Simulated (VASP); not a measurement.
Write the native input for VASP 6.6.1 that does the following.

* Task: single point
* Functional: PBE
* Potentials or basis: VASP PAW PBE potentials, release 64 (Sr_sv, Te)
* Cutoff: 500 eV
* k mesh: 4 × 4 × 4
* Occupations: gaussian, width 0.01 eV
* Spin: no spin polarisation
* Dipole correction: no
* Further INCAR settings: ALGO = Normal; EDIFF = 1e-06; NBANDS = 15

The structure of SrTe lies in POSCAR:

```
SrTe
1.0
    0.0000000000      3.3527582052      3.3527582052
    3.3527582052      0.0000000000      3.3527582052
    3.3527582052      3.3527582052      0.0000000000
Sr Te
1 1
Direct
    0.0000000000      0.0000000000      0.0000000000
    0.5000000000      0.5000000000      0.5000000000
```

These files were run (other wordings do the same):

INCAR

```
  ALGO = Normal
  EDIFF = 1E-6
  ENCUT = 500
  GGA = PE
  GGA_COMPAT = False
  ISIF = 2
  ISMEAR = 0
  LASPH = True
  LCHARG = False
  LREAL = False
  LWAVE = False
  NBANDS = 15
  NELM = 120
  PREC = Accurate
  SIGMA = 0.01
```

KPOINTS

```
k-points
0
Gamma
  4 4 4
```

Potentials or basis: VASP PAW PBE potentials, release 64 (Sr_sv, Te).

Launch:

```sh
$ cat potpaw_PBE.64/Sr_sv/POTCAR potpaw_PBE.64/Te/POTCAR > POTCAR
$ mpirun -np 1 vasp_std > vasp.out
```

It gave:

```json
{
  "Pressure": "0.4 GPa",
  "Band gap on the k mesh": "1.74 eV, indirect (least direct gap 2.47 eV)"
}
```

Caveat: spin-orbit coupling is left out, which moves the levels of the heavy elements.

It took 6.8 s on 1 thread of Intel(R) Xeon(R) Platinum 8488C (Sapphire Rapids), with other jobs on the host, peak memory 0.2 GiB.
